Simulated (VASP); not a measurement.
Here is a VASP 6.6.1 calculation.

Contents of INCAR:

```
SYSTEM = Sn
ALGO = Normal
EDIFF = 1E-6
ENCUT = 500
GGA = CA
GGA_COMPAT = .FALSE.
ISIF = 2
ISMEAR = 0
LASPH = .TRUE.
LCHARG = .FALSE.
LREAL = .FALSE.
LWAVE = .FALSE.
NBANDS = 13
NELM = 120
PREC = Accurate
SIGMA = 0.1
```

File KPOINTS:

```
k-points
0
G
  6 6 6
  0 0 0
```

The input POSCAR:

```
Sn
1.0
   -1.8946518192      1.8946518192      1.8946518192
    1.8946518192     -1.8946518192      1.8946518192
    1.8946518192      1.8946518192     -1.8946518192
Sn
1
Direct
    0.0000000000      0.0000000000      0.0000000000
```

Potentials or basis: VASP PAW LDA potentials, release 64 (Sn_d).

Run with:

```bash
$ cat potpaw_LDA.64/Sn_d/POTCAR > POTCAR
$ mpirun -np 1 vasp_std > vasp.out
```

Question: Estimate the pressure.

Answer: -3.5 GPa.

Question: What does it give for the band gap on the k mesh?

Answer: Zero (band 7 reaches 15.63 eV, above the bottom of band 8 at 5.37 eV).

Caveat: the k points lie up to 0.39 Å⁻¹ apart; spin-orbit coupling is left out, which moves the levels of the heavy elements.
